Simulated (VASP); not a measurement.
A run of VASP 6.6.1 is set up as follows.

INCAR

```
PREC     = Accurate       # precision mode
ENCUT    = 520            # plane-wave cutoff, eV
EDIFF    = 1E-8           # SCF threshold, eV
ISMEAR   = -1             # smearing method
SIGMA    = 0.05           # smearing width, eV
LREAL    = False          # projectors in reciprocal space
LASPH    = True           # aspherical terms in the spheres
NELM     = 80             # most SCF steps
ALGO     = Normal         # electronic algorithm
ISIF     = 2              # what is computed and relaxed
LWAVE    = False          # write WAVECAR
LCHARG   = False          # write CHGCAR
GGA      = PE             # functional
LEFG     = True         
NBANDS   = 16             # bands
```

Contents of KPOINTS:

```
Automatic mesh
0
Gamma
  11 11 11
```

The input POSCAR:

```
BiB
1.0
    0.0000000000      2.7619878051      2.7619878051
    2.7619878051      0.0000000000      2.7619878051
    2.7619878051      2.7619878051      0.0000000000
B Bi
1 1
Direct
    0.0000000000      0.0000000000      0.0000000000
    0.2500000000      0.2500000000      0.2500000000
```

Potentials or basis: VASP PAW PBE potentials, release 64 (B, Bi_d).

Launch:

```sh
$ cat potpaw_PBE.64/B/POTCAR potpaw_PBE.64/Bi_d/POTCAR > POTCAR
$ mpirun -np 1 vasp_std > vasp.out
```

Problem. Predict the pressure.

Solution. -0.1 GPa.

Problem. What does it give for the band gap on the k mesh?

Solution. 0.14 eV, direct.

Caveat: without QUAD_EFG the Cq values of the log hold for a quadrupole moment of 1 mb, not for the nuclei; spin-orbit coupling is left out, which moves the levels of the heavy elements. A k mesh can miss the band edges.
